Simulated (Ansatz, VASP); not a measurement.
One calculation of Mo, two programs

File INCAR:

```
PREC = Accurate
ENCUT = 520
EDIFF = 1E-7
ISMEAR = -1
SIGMA = 0.1
LREAL = F
LASPH = T
NELM = 100
ALGO = Normal
ISIF = 2
LWAVE = F
LCHARG = F
GGA = PE
NBANDS = 51
```

The input KPOINTS:

```
Automatic mesh
0
Gamma
  10 10 1
```

The input POSCAR:

```
Mo
1.0
    4.4701026973      0.0000000000      0.0000000000
   -2.2350513487      3.8712224934      0.0000000000
    0.0000000000      0.0000000000     20.5623000000
Mo
6
Direct
    0.1666666667      0.3333333333      0.4032903998
    0.5000000000      1.0000000000      0.4389887346
    0.8333333333      0.6666666667      0.4732386205
    0.1666666667      0.3333333333      0.5267613897
    0.5000000000      1.0000000000      0.5610112396
    0.8333333333      0.6666666667      0.5967096153
```

Input for Ansatz:

```yaml
crystal:
  lattice:
    - [4.4701026973, 0.0, 0.0]
    - [-2.2350513487, 3.8712224934, 0.0]
    - [0.0, 0.0, 20.5623]
  atoms:
    - { symbol: Mo, position: [0.1666666667, 0.3333333333, 0.4032903998] }
    - { symbol: Mo, position: [0.5, 1.0, 0.4389887346] }
    - { symbol: Mo, position: [0.8333333333, 0.6666666667, 0.4732386205] }
    - { symbol: Mo, position: [0.1666666667, 0.3333333333, 0.5267613897] }
    - { symbol: Mo, position: [0.5, 1.0, 0.5610112396] }
    - { symbol: Mo, position: [0.8333333333, 0.6666666667, 0.5967096153] }
kpoints:
  mp_grid: { grid: [10, 10, 1] }
scf:
  occupations: { method: fermi_dirac, width: 0.1 }
hamiltonian:
  xc: pbe
  pseudopotentials: { kind: paw }
output:
  forces: true
  stress: true
  eigenvalues: true
  core_levels:
    shells: { Mo: ["3d"] }
    counted_from: fermi_level
    add_spin: false
```

Alike in both runs: task single point; functional PBE; k mesh 10 × 10 × 1; occupations fermi-dirac, width 0.1 eV; no spin polarisation.

```csv
,VASP,Ansatz
version,VASP 6.6.1,Ansatz 0.2.0
potentials or method,"VASP PAW PBE potentials, release 64 (Mo_sv)","PAW with Ansatz's default frozen-core files, scalar-relativistic"
plane-wave cutoff (eV),520,420
valence electrons in the cell,84,84
```

VASP gave:

- rms of the force components (eV/Å): 0.018

Task: Estimate Ansatz's values.

Result: rms of the force components (eV/Å): 0.002.

Atom by atom the forces differ by 0.019 eV/Å (rms over components).
